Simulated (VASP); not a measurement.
**Nb: single point with r2SCAN**

The system is Nb.

```
CELL_PARAMETERS angstrom
0.00000 1.84762 2.77143
1.84762 0.00000 2.77143
1.84762 1.84762 0.00000
ATOMIC_POSITIONS crystal
Nb 0.00000 0.00000 0.00000
```

This cell differs from its parent crystal: ratio of the length along z to the lengths across it x 1.5, volume and fractional coordinates fixed.

| Item | Value |
| --- | --- |
| Program | VASP 6.6.1 |
| Task | single point |
| Functional | r2SCAN |
| Potentials or basis | VASP PAW PBE potentials, release 64 (Nb_sv) |
| Cutoff | 520 eV |
| k mesh | 22 × 22 × 22 |
| Occupations | gaussian, width 0.15 eV |
| Spin | no spin polarisation |

```
Pressure               : -0.9 GPa
Band gap on the k mesh : zero (an odd number of electrons rules out a gap without spin polarisation)
```

Stress tensor (GPa, compression positive):
```
  9.21   0.00   0.00
  0.00   9.21   0.00
  0.00   0.00 -21.16
```

Levels at points of the mesh, in eV from the Fermi level:
| k point | band 5 | band 6 | band 7 | band 8 | band 9 | band 10 |
| --- | --- | --- | --- | --- | --- | --- |
| (0.00, 0.00, 0.00) | -6.26 | -2.67 | -1.22 | 2.99 | 2.99 | 6.16 |
| (0.50, 0.00, 0.00) | -3.75 | -1.70 | 1.90 | 2.40 | 4.47 | 4.90 |
| (0.50, 0.50, 0.00) | -4.02 | -3.42 | -0.20 | 5.24 | 5.24 | 6.41 |
| (0.50, 0.00, 0.50) | -4.54 | -2.51 | 2.08 | 3.70 | 6.69 | 8.67 |

It took 12 min on 1 thread of Intel(R) Xeon(R) 6975P-C (Granite Rapids), on a shared host, peak memory 0.29 GiB.

Caveat: the PAW data sets were made with another functional, which shifts forces and pressure a little.
